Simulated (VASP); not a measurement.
Ni2Ru:

```
CELL_PARAMETERS angstrom
0.00000 2.51295 2.51295
2.51295 0.00000 2.51295
2.51295 2.51295 0.00000
ATOMIC_POSITIONS crystal
Ni 0.25000 0.25000 0.25000
Ni 0.75000 0.75000 0.75000
Ru 0.00000 0.00000 0.00000
```

```yaml
Program: VASP 6.6.1
Task: relaxation of cell and atoms
Functional: PBE
Potentials_or_basis: VASP PAW PBE potentials, release 64 (Ni, Ru_pv)
Cutoff: 600 eV
k_mesh: 6 × 6 × 6
Occupations: gaussian, width 0.1 eV
Spin: no spin polarisation
```

At the start: pressure 111.7 GPa; volume 10.58 Å³/atom.

Where does the relaxation end?

Over 5 steps the energy falls by 1012.7 meV/atom and the volume is 14.48 Å³/atom (+36.9 %); space group Fm-3m (No. 225, to 0.05 Å).

The path:
```csv
step,energy change (eV),largest force (eV/Å),pressure (GPa),volume (Å³)
1,0.0000,0.0000,111.72,31.74
2,1.6949,0.0000,-22.93,79.11
3,-2.9702,0.0000,-8.27,45.97
4,-3.0273,0.0000,-3.51,44.44
5,-3.0381,0.0000,0.17,43.44
```

Final structure:
```
Ni Ru
1.0
     0.00000    2.79002    2.79002
     2.79002    0.00000    2.79002
     2.79002    2.79002    0.00000
Ni Ru
2 1
Direct
  0.25000 0.25000 0.25000
  0.75000 0.75000 0.75000
  0.00000 0.00000 0.00000
```

Caveat: the k points lie up to 0.33 Å⁻¹ apart in the final cell; the volume moved by over 15 % at a fixed basis, so the end points are rough.
